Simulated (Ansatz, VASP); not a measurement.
**MgS in VASP and in Ansatz**

```xyz
2
Lattice="-0.0130 2.5845 2.5845 2.5845 -0.0130 2.5845 2.5845 2.5845 -0.0130" Properties=species:S:1:pos:R:3 pbc="T T T"
Mg    0.0000    0.0000    0.0000
S     2.5780    2.5780    2.5780
```

Change from the starting cell: equal xy, yz and zx engineering shears of -0.5 %.

Alike in both runs: functional PBEsol; k mesh 8 × 8 × 8; no spin polarisation.

Ansatz relaxed the structure, and its values are those at the end. VASP's run is a single point on that final structure, the one shown.

```csv
,VASP,Ansatz
version,VASP 6.6.1,Ansatz 0.2.0
potentials or method,"VASP PAW PBE potentials, release 64 (Mg, S), cutoff 520 eV","all-electron LAPW, scalar-relativistic"
occupations,"gaussian, width 0.01 eV",fixed
```

Ansatz gave:

| Property | Result |
| --- | --- |
| gap on the k mesh at the Fermi level (eV) | 2.68 |
| pressure (GPa) | 0.0 |

Which values does VASP return?

gap on the k mesh at the Fermi level (eV): 2.68; pressure (GPa): -0.2.

VASP's potentials were made for PBE, not for PBEsol. Ansatz ran all-electron here, and VASP with PAW potentials.
